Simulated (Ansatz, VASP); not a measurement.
## W3C2: VASP beside Ansatz

```
W C
1.0
     4.32693    0.00787   -0.00398
    -0.00497    2.96424    0.54776
     0.00675    1.32790    9.36932
W C
6 4
Direct
  0.25004 0.69974 0.05006
  0.74996 0.70033 0.54994
  0.24988 0.35028 0.39411
  0.75005 0.35797 0.89402
  0.75000 0.04923 0.20590
  0.25008 0.04246 0.70598
  0.74990 0.37490 0.37774
  0.25007 0.37093 0.87780
  0.24996 0.02504 0.22226
  0.75005 0.02913 0.72220
```

Change from the starting cell: cell x2, atoms moved at random (sigma 0.15 Å) and cell strained at random (1.5 %), then relaxed without symmetry.

Alike in both runs: functional PBE; k mesh 6 × 6 × 2; occupations gaussian, width 0.2 eV; no spin polarisation.

Ansatz relaxed the structure, and its values are those at the end. VASP's run is a single point on that final structure, the one shown.

|  | VASP | Ansatz |
| --- | --- | --- |
| version | VASP 6.6.1 | Ansatz 0.2.0 |
| potentials or method | VASP PAW PBE potentials, release 64 (W_sv, C), cutoff 520 eV | scalar-relativistic, plane waves, PAW |
| valence electrons in the cell | 100 | 100 |

|  | VASP | Ansatz | Ansatz less VASP |
| --- | --- | --- | --- |
| gap on the k mesh at the Fermi level (eV) | none | none | - |
| pressure (GPa) | 0.8 | -0.1 | -0.84 |
| rms of the force components (eV/Å) | 0.019 | 0.007 | -0.0113 |

A gap of «none» marks a metal or a gap that the smearing closes.

The k mesh is coarse, so the values compare programs but aren't converged. Neither program's run includes spin-orbit coupling.
